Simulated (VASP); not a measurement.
# Li2Se (Fm-3m) in VASP: notebook

The runs below take Li2Se through single point, with r2SCAN.

Everything below comes from runs of VASP 6.6.1. Logs are shortened: lines on timing, memory, paths and dates and some standing lists are left out, and cuts for length are marked.

### Step 1. The cell of the first run

Symmetry: Fm-3m, No. 225, cubic system. The conventional cell has a = 5.883 Å, b = 5.883 Å, c = 5.883 Å, α = 90.00°, β = 90.00°, γ = 90.00°. Li (site symmetry -43m) has 4 Se at 2.55 Å and 6 Li at 2.94 Å within 3.4 Å. Within 3.4 Å of Se (site symmetry m-3m) lie 8 Li at 2.55 Å.

### Step 2. Single point, r2SCAN

POSCAR reads:

```
Li2Se
1.0
    2.9412779515      2.9412779515      0.0000000000
   -2.9412779515      2.9412779515      0.0000000000
    0.0000000000      2.9412779515      2.9412779515
Li Se
2 1
Direct
    0.2500000000      0.7500000000      0.5000000000
    0.7500000000      0.2500000000      0.5000000000
    0.0000000000      0.0000000000      0.0000000000
```

INCAR.step1 reads:

```
  PREC = Accurate
  ENCUT = 830
  ISMEAR = 0
  SIGMA = 0.01
  LREAL = False
  LASPH = True
  NELM = 120
  NBANDS = 13
  GGA = PE
  ALGO = Normal
  EDIFF = 1E-5
  LWAVE = True
  LCHARG = False
  GGA_COMPAT = False
```

INCAR.step2 reads:

```
  PREC = Accurate
  ENCUT = 830
  EDIFF = 1E-6
  ISMEAR = 0
  SIGMA = 0.01
  LREAL = False
  LASPH = True
  NELM = 120
  ALGO = Normal
  ISIF = 2
  LWAVE = False
  LCHARG = False
  METAGGA = R2SCAN
  LMIXTAU = True
  NBANDS = 13
  ISTART = 1
  GGA_COMPAT = False
```

KPOINTS reads:

```
regular mesh
0
Gamma
  8 8 8
```

Potentials or basis: VASP PAW PBE potentials, release 64 (Li_sv, Se).

On the command line:

```
$ cat potpaw_PBE.64/Li_sv/POTCAR potpaw_PBE.64/Se/POTCAR > POTCAR
$ cp INCAR.step1 INCAR
$ mpirun -np 1 vasp_std > vasp.out
$ cp INCAR.step2 INCAR
$ mpirun -np 1 vasp_std > vasp.out
```

OUTCAR:

```text
PREC = Accurate
   ENCUT = 830
   EDIFF = 1E-6
   ISMEAR = 0
   LREAL = False
   LASPH = True
   NELM = 120
   ISIF = 2
   METAGGA = R2SCAN
   ISTART = 1

 ion  position               nearest neighbor table
   1  0.250  0.750  0.500-   3 2.55   3 2.55   3 2.55   3 2.55
   2  0.750  0.250  0.500-   3 2.55   3 2.55   3 2.55   3 2.55
   3  0.000  0.000  0.000-   2 2.55   1 2.55   1 2.55   2 2.55   1 2.55   2 2.55   2 2.55   1 2.55

  LATTYP: Found a face centered cubic cell.
 ALAT       =     5.8825559030

  Lattice vectors:

 A1 = (   0.0000000000,   2.9412779515,   2.9412779515)
 A2 = (   2.9412779515,   0.0000000000,   2.9412779515)
 A3 = (   2.9412779515,   2.9412779515,   0.0000000000)

Analysis of symmetry for initial positions (statically):
=====================================================================
 Subroutine PRICEL returns:
 Original cell was already a primitive cell.

 Routine SETGRP: Setting up the symmetry group for a
 face centered cubic supercell.

 Subroutine GETGRP returns: Found 48 space group operations
 (whereof 48 operations were pure point group operations)
 out of a pool of 48 trial point group operations.

The static configuration has the point symmetry O_h .

Analysis of symmetry for dynamics (positions and initial velocities):
=====================================================================
 Subroutine PRICEL returns:
 Original cell was already a primitive cell.

 Routine SETGRP: Setting up the symmetry group for a
 face centered cubic supercell.

 Subroutine GETGRP returns: Found 48 space group operations
 (whereof 48 operations were pure point group operations)
 out of a pool of 48 trial point group operations.

The dynamic configuration has the point symmetry O_h .

 Subroutine INISYM returns: Found 48 space group operations
 (whereof 48 operations are pure point group operations),
 and found     1 'primitive' translations

----------------------------------------------------------------------------------------

                                     Primitive cell

  volume of cell :      50.8907

  direct lattice vectors                    reciprocal lattice vectors
     2.941277952  2.941277952  0.000000000     0.169994135  0.169994135 -0.169994135
    -2.941277952  2.941277952  0.000000000    -0.169994135  0.169994135 -0.169994135
     0.000000000  2.941277952  2.941277952     0.000000000  0.000000000  0.339988269

  length of vectors
     4.159595170  4.159595170  4.159595170     0.294438478  0.294438478  0.339988269

  position of ions in fractional coordinates (direct lattice)
     0.250000000  0.750000000  0.500000000
     0.750000000  0.250000000  0.500000000
     0.000000000  0.000000000  0.000000000

  ion indices of the primitive-cell ions
   primitive index   ion index
                 1           1
                 2           2
                 3           3

----------------------------------------------------------------------------------------

 KPOINTS: regular mesh

Automatic generation of k-mesh.
 Grid dimensions read from file:
 generate k-points for:    8    8    8

 Generating k-lattice:

  Cartesian coordinates                     Fractional coordinates (reciprocal lattice)
     0.021249267  0.021249267 -0.021249267     0.125000000  0.000000000  0.000000000
    -0.021249267  0.021249267 -0.021249267     0.000000000  0.125000000  0.000000000
     0.000000000  0.000000000  0.042498534     0.000000000  0.000000000  0.125000000

  Length of vectors
     0.036804810  0.036804810  0.042498534

  Shift w.r.t. Gamma in fractional coordinates (k-lattice)
     0.000000000  0.000000000  0.000000000

 Subroutine IBZKPT returns following result:
 ===========================================

 Found     29 irreducible k-points:

 Following reciprocal coordinates:
            Coordinates               Weight
  0.000000  0.000000  0.000000      1.000000
  0.125000  0.000000  0.000000      8.000000
  0.250000  0.000000  0.000000      8.000000
  0.375000  0.000000  0.000000      8.000000
  0.500000  0.000000  0.000000      4.000000
  0.125000  0.125000  0.000000     12.000000
[... 16 lines left out ...]
  0.375000  0.250000  0.125000     48.000000
  0.500000  0.250000  0.125000     24.000000
 [... further k-points ...]
   k-points           NKPTS =     29   k-points in BZ     NKDIM =     29   number of bands    NBANDS=     13
   number of dos      NEDOS =    301   number of ions     NIONS =      3
   total plane-waves  NPLWV =  64000
   dimension x,y,z NGX =    40 NGY =   40 NGZ =   40
   dimension x,y,z NGXF=    80 NGYF=   80 NGZF=   80
   ions per type =               2   1
   NGX,Y,Z   is equivalent  to a cutoff of  15.99, 15.99, 15.99 a.u.
   NGXF,Y,Z  is equivalent  to a cutoff of  31.97, 31.97, 31.97 a.u.
 SYSTEM =  unknown system
   PREC   = accura    normal or accurate (medium, high low for compatibility)
   ISTART =      1    job   : 0-new  1-cont  2-samecut
   ICHARG =      0    charge: 1-file 2-atom 10-const
   ISPIN  =      1    spin polarized calculation?
   LNONCOLLINEAR =      F non collinear calculations
   LSORBIT =      F    spin-orbit coupling
   LASPH  =      T    aspherical Exc in radial PAW
   ENCUT  =  830.0 eV  61.00 Ry    7.81 a.u.   9.77  9.77  9.77*2*pi/ulx,y,z
   NELM   =    120;   NELMIN=  2; NELMDL=  0     # of ELM steps
   EDIFF  = 0.1E-05   stopping-criterion for ELM
   LREAL  =      F    real-space projection
   EDIFFG = 0.1E-04   stopping-criterion for IOM
   NSW    =      0    number of steps for IOM
   IBRION =     -1    ionic relax: 0-MD 1-quasi-New 2-CG
   NFREE  =      0    steps in history (QN), initial steepest desc. (CG)
   ISIF   =      2    stress and relaxation
   ISYM   =      2    0-nonsym 1-usesym 2-fastsym
   POTIM  = 0.5000    time-step for ionic-motion
   TEBEG  =    0.0;   TEEND  =   0.0 temperature during run
   PSTRESS=    0.0 pullay stress
   NELECT =      12.0000    total number of electrons
   NUPDOWN=      -1.0000    fix difference up-down
   EMIN   =  10.00;   EMAX   =-10.00  energy-range for DOS
   EFERMI =   0.00;   METHOD = LEGACY
   ISMEAR =     0;   SIGMA  =   0.01  broadening in eV -4-tet -1-fermi 0-gaus
   EFERMI_NEDOS =   21; number of points for ismear=-14 and -15
   IALGO  =     38    algorithm
   IMIX   =      4    mixing-type and parameters
     AMIX     =   0.40;   BMIX     =  1.00
     AMIX_MAG =   1.60;   BMIX_MAG =  1.00
  volume/ion in A,a.u.               =      16.96       114.48
  Fermi-wavevector in a.u.,A,eV,Ry     =   1.011399  1.911267 13.917779  1.022928
  Thomas-Fermi vector in A             =   2.144446
   LORBIT       =      0    0 simple, 1 ext, 2 COOP (PROOUT), +10 PAW based schemes
   METAGGA = R2SCAN    functional components
   LHFCALC =     F    Hartree Fock is set to
   AEXX    =    0.0000 exact exchange contribution
   IVDW    =     0    specifies the selected vdW correction
   LEPSILON=     F    determine dielectric tensor
   LRPA    =     F    only Hartree local field effects (RPA)
 non-spin polarized calculation
 Gauss-broadening in eV      SIGMA  =   0.01
  energy-cutoff  :      830.00
  volume of cell :       50.89
 maximum number of plane-waves:      2788
   NGX = 19   NGY = 19   NGZ = 19

 number of electron      11.9999998 magnetization

 Free energy of the ion-electron system (eV)
  ---------------------------------------------------
  ext. energy  EPLUGINS =         0.00000000
  ---------------------------------------------------
  free energy    TOTEN  =       -23.42422462 eV

  energy without entropy =      -23.42422462  energy(sigma->0) =      -23.42422462

 E-fermi :   1.1594     XC(G=0):  -8.8648

 val. band max:        1.0636081848   @ k =   0.0000   0.0000   0.0000
 cond. band min:       4.4772690748   @ k =   0.5000   0.5000   0.0000
 fundamental gap:      3.4136608900
 Fermi energy:         1.1593655052

 k-point     1 :       0.0000    0.0000    0.0000
  band No.  band energies     occupation
      1     -45.0062      2.00000
      2     -44.9766      2.00000
      3     -10.8798      2.00000
      4       1.0636      2.00000
      5       1.0636      2.00000
      6       1.0636      2.00000
      7       5.4901      0.00000
      8       7.3995      0.00000
      9       7.3995      0.00000
     10       7.3995      0.00000
     11      12.4306      0.00000
     12      12.4306      0.00000
     13      13.2199      0.00000

 k-point     2 :       0.1250    0.0000    0.0000
  band No.  band energies     occupation
      1     -45.0050      2.00000
      2     -44.9777      2.00000
      3     -10.8236      2.00000
      4       0.3975      2.00000
      5       0.9641      2.00000
      6       0.9641      2.00000
      7       5.9596      0.00000
      8       7.6509      0.00000
      9       7.6509      0.00000
     10       7.8371      0.00000
     11      11.2961      0.00000
     12      11.2961      0.00000
     13      13.3467      0.00000

 k-point     3 :       0.2500    0.0000    0.0000
  band No.  band energies     occupation
      1     -45.0016      2.00000
      2     -44.9806      2.00000
      3     -10.6801      2.00000
      4      -0.7848      2.00000
      5       0.7496      2.00000
      6       0.7496      2.00000
      7       6.6069      0.00000
      8       7.9678      0.00000
      9       7.9678      0.00000
     10       8.8868      0.00000
     11      10.9669      0.00000
     12      10.9669      0.00000
     13      13.8187      0.00000
[... 305 lines left out ...]
 k-point    23 :       0.3750    0.2500    0.1250
  band No.  band energies     occupation
      1     -44.9953      2.00000
      2     -44.9862      2.00000
      3     -10.4429      2.00000
      4      -1.4865      2.00000
      5      -0.2979      2.00000
      6       0.2164      2.00000
      7       6.9394      0.00000
      8       7.9648      0.00000
      9       9.2426      0.00000
     10       9.8185      0.00000
     11      11.4835      0.00000
     12      13.6820      0.00000
     13      15.4144      0.00000

 k-point    24 :       0.5000    0.2500    0.1250
  band No.  band energies     occupation
      1     -44.9907      2.00000
      2     -44.9907      2.00000
      3     -10.3868      2.00000
      4      -1.7301      2.00000
      5      -0.3230      2.00000
      6       0.0566      2.00000
      7       7.0773      0.00000
      8       7.7996      0.00000
      9       9.6837      0.00000
     10      10.4722      0.00000
     11      11.6156      0.00000
     12      13.1006      0.00000
     13      14.9727      0.00000

 [... further k-points ...]

------------------------ aborting loop because EDIFF is reached ----------------------------------------

  FORCE on cell =-STRESS in cart. coord.  units (eV):
  Direction    XX          YY          ZZ          XY          YZ          ZX
  --------------------------------------------------------------------------------------
  -------------------------------------------------------------------------------------
  Total        0.6055464      0.6055464      0.6055464      0.0000000      0.0000000     -0.0000000
  in kB       19.0642529     19.0642529     19.0642529      0.0000000      0.0000000     -0.0000000
  external PRESSURE =      19.0642529 kB  Pullay stress =       0.0000000 kB

 VOLUME and BASIS-vectors are now :
 -----------------------------------------------------------------------------
  energy-cutoff  :      830.00
  volume of cell :       50.89
      direct lattice vectors                 reciprocal lattice vectors
     2.941277952  2.941277952  0.000000000     0.169994135  0.169994135 -0.169994135
    -2.941277952  2.941277952  0.000000000    -0.169994135  0.169994135 -0.169994135
     0.000000000  2.941277952  2.941277952     0.000000000  0.000000000  0.339988269

 POSITION                                       TOTAL-FORCE (eV/Angst)
 -----------------------------------------------------------------------------------
     -1.47064      4.41192      1.47064         0.000000     -0.000000      0.000000
      1.47064      4.41192      1.47064        -0.000000      0.000000      0.000000
      0.00000      0.00000      0.00000         0.000000      0.000000      0.000000
 -----------------------------------------------------------------------------------
    total drift:                                0.000000      0.000000     -0.000000

  FREE ENERGIE OF THE ION-ELECTRON SYSTEM (eV)
  ---------------------------------------------------
  free  energy   TOTEN  =       -23.4242246204 eV

  energy  without entropy=      -23.4242246204  energy(sigma->0) =      -23.42422462
```

It took 67 s on 1 thread of Intel Xeon 6975P-C (Granite Rapids), shared host; peak memory 0.27 GiB.

Results:

```
Free energy            : -23.4242 eV
Pressure               : 1.9 GPa
Band gap on the k mesh : 3.41 eV (least direct gap 4.43 eV)
```

Caveat: the PAW data sets were made with another functional, which shifts forces and pressure a little.

### Step 3. Single point, r2SCAN

This run uses another cell than the first one, of 17.88 Å³/atom.

POSCAR reads:

```
Li2Se
1.0
    2.9934064428      2.9934064428      0.0000000000
   -2.9934064428      2.9934064428      0.0000000000
    0.0000000000      2.9934064428      2.9934064428
Li Se
2 1
Direct
    0.2500000000      0.7500000000      0.5000000000
    0.7500000000      0.2500000000      0.5000000000
    0.0000000000      0.0000000000      0.0000000000
```

INCAR.step1 reads:

```
SYSTEM = Li2Se
PREC = Accurate ; ENCUT = 830
ISMEAR = 0 ; SIGMA = 0.01
LREAL = .False. ; LASPH = .True.
NELM = 120 ; NBANDS = 13
GGA = PE ; ALGO = Normal
EDIFF = 1E-5 ; LWAVE = .True.
LCHARG = .False. ; GGA_COMPAT = .False.
```

INCAR.step2 reads:

```
SYSTEM = Li2Se
PREC = Accurate ; ENCUT = 830
EDIFF = 1E-6 ; ISMEAR = 0
SIGMA = 0.01 ; LREAL = .False.
LASPH = .True. ; NELM = 120
ALGO = Normal ; ISIF = 2
LWAVE = .False. ; LCHARG = .True.
METAGGA = R2SCAN ; LMIXTAU = .True.
LELF = .True. ; LVHAR = .True.
NBANDS = 13 ; ISTART = 1
GGA_COMPAT = .False.
```

KPOINTS reads:

```
Automatic mesh
0
Gamma
  8 8 8
  0 0 0
```

Potentials or basis: VASP PAW PBE potentials, release 64 (Li_sv, Se).

On the command line:

```
$ cat potpaw_PBE.64/Li_sv/POTCAR potpaw_PBE.64/Se/POTCAR > POTCAR
$ cp INCAR.step1 INCAR
$ mpirun -np 1 vasp_std > vasp.out
$ cp INCAR.step2 INCAR
$ mpirun -np 1 vasp_std > vasp.out
```

OUTCAR:

```text
SYSTEM = Li2Se
   PREC = Accurate
   ENCUT = 830
   EDIFF = 1E-6
   ISMEAR = 0
   LREAL = .False.
   LASPH = .True.
   NELM = 120
   ISIF = 2
   METAGGA = R2SCAN
   ISTART = 1

 ion  position               nearest neighbor table
   1  0.250  0.750  0.500-   3 2.59   3 2.59   3 2.59   3 2.59
   2  0.750  0.250  0.500-   3 2.59   3 2.59   3 2.59   3 2.59
   3  0.000  0.000  0.000-   1 2.59   2 2.59   1 2.59   2 2.59   2 2.59   1 2.59   2 2.59   1 2.59

  LATTYP: Found a face centered cubic cell.
 ALAT       =     5.9868128856
[... 577 lines left out ...]

  FORCE on cell =-STRESS in cart. coord.  units (eV):
  Direction    XX          YY          ZZ          XY          YZ          ZX
  --------------------------------------------------------------------------------------
  -------------------------------------------------------------------------------------
  Total       -0.0513442     -0.0513442     -0.0513442      0.0000000     -0.0000000     -0.0000000
  in kB       -1.5334701     -1.5334701     -1.5334701      0.0000000     -0.0000000     -0.0000000
  external PRESSURE =      -1.5334701 kB  Pullay stress =       0.0000000 kB

 VOLUME and BASIS-vectors are now :
 -----------------------------------------------------------------------------
  energy-cutoff  :      830.00
  volume of cell :       53.64
      direct lattice vectors                 reciprocal lattice vectors
     2.993406443  2.993406443  0.000000000     0.167033782  0.167033782 -0.167033782
    -2.993406443  2.993406443  0.000000000    -0.167033782  0.167033782 -0.167033782
     0.000000000  2.993406443  2.993406443     0.000000000  0.000000000  0.334067565

 POSITION                                       TOTAL-FORCE (eV/Angst)
 -----------------------------------------------------------------------------------
     -1.49670      4.49011      1.49670        -0.000000     -0.000000     -0.000000
      1.49670      4.49011      1.49670         0.000000     -0.000000      0.000000
      0.00000      0.00000      0.00000        -0.000000      0.000000      0.000000
 -----------------------------------------------------------------------------------
    total drift:                                0.000000      0.000000     -0.000000

  FREE ENERGIE OF THE ION-ELECTRON SYSTEM (eV)
  ---------------------------------------------------
  free  energy   TOTEN  =       -23.4393201045 eV

  energy  without entropy=      -23.4393201045  energy(sigma->0) =      -23.43932010
```

OUTCAR.step1:

```text
SYSTEM = Li2Se
   PREC = Accurate
   ENCUT = 830
   ISMEAR = 0
   LREAL = .False.
   LASPH = .True.
[... 608 lines left out ...]
     -1.49670      4.49011      1.49670         0.000000     -0.000000      0.000000
      1.49670      4.49011      1.49670        -0.000000     -0.000000      0.000000
      0.00000      0.00000      0.00000        -0.000000      0.000000      0.000000
 -----------------------------------------------------------------------------------
    total drift:                                0.000000      0.000000     -0.000000

  FREE ENERGIE OF THE ION-ELECTRON SYSTEM (eV)
  ---------------------------------------------------
  free  energy   TOTEN  =       -11.1302778288 eV

  energy  without entropy=      -11.1302778288  energy(sigma->0) =      -11.13027783
```

Run time: 65 s. Hardware: 1 thread of Intel Xeon 6975P-C (Granite Rapids), shared host; peak memory 0.27 GiB.

Results:

```
Free energy            : -23.4393 eV
Pressure               : -0.2 GPa
Band gap on the k mesh : 3.46 eV (least direct gap 4.18 eV)
```

Caveat: the PAW data sets were made with another functional, which shifts forces and pressure a little.

(Part 1 of 2 ends here.)
